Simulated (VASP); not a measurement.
Input of a VASP 6.6.1 run:

Contents of INCAR:

```
SYSTEM = SiC
PREC = Accurate
ENCUT = 520
EDIFF = 1E-7
ISMEAR = 0
SIGMA = 0.01
LREAL = .False.
LASPH = .True.
NELM = 80
ALGO = Normal
ISIF = 2
LWAVE = .False.
LCHARG = .False.
GGA = PE
NBANDS = 11
```

Contents of KPOINTS:

```
Automatic mesh
0
Gamma
  6 6 6
  0 0 0
```

Contents of POSCAR:

```
SiC
1.0
    0.0697494642      2.1606797212      2.1606797212
    2.1606797212      0.0697494642      2.1606797212
    2.1606797212      2.1606797212      0.0697494642
Si C
1 1
Direct
    0.0017486235      0.0017486235      0.0017486235
    0.2482513765      0.2482513765      0.2482513765
```

Potentials or basis: VASP PAW PBE potentials, release 64 (Si, C).

The run is started by

```sh
$ cat potpaw_PBE.64/Si/POTCAR potpaw_PBE.64/C/POTCAR > POTCAR
$ mpirun -np 1 vasp_std > vasp.out
```

(1) Predict the pressure.

(2) Estimate the largest force.

Answers

(1) 22.9 GPa.

(2) 0.052 eV/Å.

Caveat: the k points lie up to 0.43 Å⁻¹ apart; the cell differs from its parent crystal (epitaxial 111 strain -4.0%).
